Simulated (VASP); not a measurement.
Wanted: the native input for a VASP 6.6.1 run.

| Item | Value |
| --- | --- |
| Task | density of states |
| Functional | PBE |
| Potentials or basis | VASP PAW PBE potentials, release 64 (Co) |
| Cutoff | 520 eV |
| k mesh | 15 × 15 × 8 |
| Occupations | fermi-dirac, width 0.08 eV |
| Spin | no spin polarisation |
| Dipole correction | no |
| k mesh for the DOS | 23 × 23 × 12 |
| Occupations for the DOS | tetrahedron |
| Further INCAR settings | ALGO = Normal; EDIFF = 1e-06; NBANDS = 16 |

Crystal: Co.

```
Co
1.0
     2.48736    0.00000    0.00000
    -1.24368    2.15412    0.00000
     0.00000    0.00000    4.06329
Co
2
Cartesian
  1.2437 0.7180 1.0559
  0.0000 1.4361 3.0074
```

One way to write it, as run:

POSCAR

```
Co
1.0
    2.4873648738      0.0000000000      0.0000000000
   -1.2436824369      2.1541211692      0.0000000000
    0.0000000000      0.0000000000      4.0632895034
Co
2
Direct
    0.6666666667      0.3333333333      0.2598610000
    0.3333333333      0.6666666667      0.7401390000
```

INCAR.step1

```
SYSTEM = Co
  PREC = Accurate
  ENCUT = 520
  EDIFF = 1E-6
  ISMEAR = -1
  SIGMA = 0.08
  LREAL = .False.
  LASPH = .True.
  NELM = 100
  ALGO = Normal
  ISIF = 2
  LWAVE = .False.
  LCHARG = .True.
  LMAXMIX = 4
  GGA = PE
  NBANDS = 16
```

KPOINTS.step1

```
Automatic mesh
0
Gamma
  15 15 8
  0 0 0
```

INCAR.step2

```
SYSTEM = Co
  PREC = Accurate
  ENCUT = 520
  EDIFF = 1E-6
  ISMEAR = -5
  SIGMA = 0.08
  LREAL = .False.
  LASPH = .True.
  NELM = 100
  ALGO = Normal
  ISIF = 2
  LWAVE = .False.
  LCHARG = .False.
  LMAXMIX = 4
  GGA = PE
  LORBIT = 11
  NBANDS = 16
  NEDOS = 2001
  ICHARG = 11
```

KPOINTS.step2

```
Automatic mesh
0
Gamma
  23 23 12
  0 0 0
```

Potentials or basis: VASP PAW PBE potentials, release 64 (Co).

Launch:

```sh
$ cat potpaw_PBE.64/Co/POTCAR > POTCAR
$ cp INCAR.step1 INCAR
$ cp KPOINTS.step1 KPOINTS
$ mpirun -np 1 vasp_std > vasp.out
$ cp INCAR.step2 INCAR
$ cp KPOINTS.step2 KPOINTS
$ mpirun -np 1 vasp_std > vasp.out
```

It gave:

```json
{"Valence electrons inside the program's atomic spheres": "Co 8.27"}
```

Caveat: the run has no spin polarisation, though such a crystal can be magnetic.

Wall time 100 s on 1 thread of Intel Xeon 6975P-C (shared host), peak memory 0.3 GiB.
